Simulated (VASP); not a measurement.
A run of VASP 6.6.1 is set up as follows.

The input INCAR:

```
PREC = Accurate
ENCUT = 520
EDIFF = 1E-6
ISMEAR = -1
SIGMA = 0.05
LREAL = F
LASPH = T
NELM = 80
ALGO = Normal
ISIF = 2
LWAVE = F
LCHARG = F
GGA = PE
NBANDS = 16
```

Contents of KPOINTS:

```
regular mesh
0
Gamma
  10 10 10
```

POSCAR

```
CuO
1.0
    2.5694554113      0.0000000000      0.0000000000
    0.0000000000      2.5694554113      0.0000000000
    0.0000000000      0.0000000000      2.5694554113
Cu O
1 1
Direct
    0.0000000000      0.0000000000      0.0000000000
    0.5000000000      0.5000000000      0.5000000000
```

Potentials or basis: VASP PAW PBE potentials, release 64 (Cu, O).

The run is started by

```sh
$ cat potpaw_PBE.64/Cu/POTCAR potpaw_PBE.64/O/POTCAR > POTCAR
$ mpirun -np 1 vasp_std > vasp.out
```

**Question.** Predict the pressure.

**Answer.** 16.0 GPa.

Caveat: an odd number of electrons without spin polarisation forces a metal; a magnetic or distorted state may lie lower.
